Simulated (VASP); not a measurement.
Crystal: PbSe.

```
Pb Se
1.0
     3.85854    0.00000    0.00000
     0.00000    3.85854    0.00000
     0.00000    0.00000    3.85854
Pb Se
1 1
Direct
  0.00000 0.00000 0.00000
  0.50000 0.50000 0.50000
```

Base run:

| Item | Value |
| --- | --- |
| Program | VASP 6.6.1 |
| Functional | PBE |
| Potentials or basis | VASP PAW PBE potentials, release 64 (Pb_d, Se) |
| Cutoff | 520 eV |
| k mesh | 7 × 7 × 7 |
| Occupations | fermi-dirac, width 0.05 eV |
| Spin | no spin polarisation |

Its results: band gap on the k mesh zero (band 10 reaches 4.73 eV, above the bottom of band 11 at 4.70 eV); pressure -2.6 GPa.

Task: After a change of settings the same cell gave: band gap on the k mesh zero (band 10 reaches 4.40 eV, above the bottom of band 11 at 4.26 eV); pressure -3.7 GPa. Which change was it?
A. functional from PBE to r2SCAN
B. functional from PBE to HSE06; k mesh from 7 × 7 × 7 to 4 × 4 × 4
C. functional from PBE to PBEsol
D. functional from PBE to LDA; potentials or basis from VASP PAW PBE potentials, release 64 (Pb_d, Se) to VASP PAW LDA potentials, release 64 (Pb_d, Se)

Result: B.

Caveats: some runs use coarse meshes; spin-orbit coupling is left out, which moves the levels of the heavy elements; the PAW data sets were made with another functional, which shifts forces and pressure a little (some runs).
